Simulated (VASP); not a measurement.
# Zr4InAs3: single point with PBE

Crystal: Zr4InAs3.

```
CELL_PARAMETERS angstrom
4.32144 0.00000 0.00000
0.00000 4.32144 0.00000
0.00000 0.00000 12.73289
ATOMIC_POSITIONS crystal
Zr 0.50000 0.00000 0.65168
Zr 0.00000 0.50000 0.34832
Zr 0.50000 0.00000 0.11648
Zr 0.00000 0.50000 0.88352
In 0.00000 0.00000 0.50000
As 0.50000 0.50000 0.23448
As 0.00000 0.00000 0.00000
As 0.50000 0.50000 0.76552
```

The cell was built from a structure type or drawn by symmetry, and may not be a known phase.

| Property | Result |
| --- | --- |
| Program | VASP 6.6.1 |
| Task | single point |
| Functional | PBE |
| Potentials or basis | VASP PAW PBE potentials, release 64 (Zr_sv, In_d, As) |
| Cutoff | 520 eV |
| k mesh | 4 × 4 × 2 |
| Occupations | gaussian, width 0.2 eV |
| Spin | no spin polarisation |
| Dipole correction | no |
| Further INCAR settings | ALGO = Fast; EDIFF = 1e-06; NBANDS = 48 |

The pressure is -0.2 GPa, the largest force is 0.054 eV/Å and the band gap on the k mesh is zero (bands 38 and 39 overlap by 1.20 eV).

Forces on the atoms (eV/Å):
```
Zr   0.000  0.000 -0.039
Zr   0.000  0.000  0.039
Zr   0.000  0.000  0.004
Zr   0.000  0.000 -0.004
In   0.000  0.000  0.000
As   0.000  0.000 -0.054
As   0.000  0.000  0.000
As   0.000  0.000  0.054
```

Stress tensor (GPa, compression positive):
```
-0.45  0.00  0.00
 0.00 -0.45  0.00
 0.00  0.00  0.23
```

Levels at points of the mesh, in eV from the Fermi level:
```tsv
k point	band 34	band 35	band 36	band 37	band 38	band 39	band 40	band 41	band 42	band 43
(0.00, 0.00, 0.00)	-2.27	-1.78	-0.52	-0.18	0.02	0.24	0.24	0.69	0.72	1.00
(0.50, 0.00, 0.00)	-2.62	-1.73	-1.13	-0.05	0.37	0.54	0.76	0.79	0.98	1.01
(0.50, 0.50, 0.00)	-1.83	-0.72	-0.71	-0.71	-0.70	-0.56	0.00	0.04	0.65	0.65
(0.00, 0.00, 0.50)	-2.25	-1.87	-0.47	-0.44	0.19	0.19	0.40	0.54	0.69	0.99
(0.50, 0.00, 0.50)	-2.63	-1.75	-1.13	-0.15	0.60	0.74	0.75	0.78	0.87	0.96
(0.50, 0.50, 0.50)	-1.84	-0.77	-0.77	-0.72	-0.68	-0.60	0.02	0.03	0.67	0.67
```

Run time: 8.8 min on 1 thread of Oxide Virtual Turin-like Processor, with other jobs on the host, peak memory 0.35 GiB.

Caveat: the k points lie up to 0.36 Å⁻¹ apart, too coarse for converged energies and pressures of a metal; spin-orbit coupling is left out, which moves the levels of the heavy elements.
